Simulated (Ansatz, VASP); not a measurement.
**Two plane-wave programs on BeZn4O**

```
Be Zn O
1.0
    -2.61912    2.61912    2.86798
     2.61912   -2.61912    2.86798
     2.61912    2.61912   -2.86798
Be Zn O
1 4 1
Direct
  0.00000 0.00000 0.00000
  0.93981 0.43981 0.87962
  0.56019 0.06019 0.12038
  0.06019 0.93981 0.50000
  0.43981 0.56019 0.50000
  0.50000 0.50000 0.00000
```

Change from the starting cell: species swapped into the Zr4FeCo type (I422, No. 97).

Alike in both runs: functional PBE; k mesh 4 × 4 × 4; occupations gaussian, width 0.2 eV; no spin polarisation.

Ansatz relaxed the structure, and its values are those at the end. VASP's run is a single point on that final structure, the one shown.

|  | VASP | Ansatz |
| --- | --- | --- |
| version | VASP 6.6.1 | Ansatz 0.2.0 |
| potentials or method | VASP PAW PBE potentials, release 64 (Be, Zn, O), cutoff 600 eV | scalar-relativistic, plane waves, PAW |
| valence electrons in the cell | 56 | 56 |

Ansatz gave:

| Item | Value |
| --- | --- |
| gap on the k mesh at the Fermi level (eV) | none |
| pressure (GPa) | -0.1 |

Problem. Which values does VASP return?

Solution. gap on the k mesh at the Fermi level (eV): none; pressure (GPa): 0.1.

A gap of «none» marks a metal or a gap that the smearing closes. The functional is the same, so the differences come from potentials, cutoffs and numerics.

The k mesh is coarse, so the values compare programs but aren't converged.
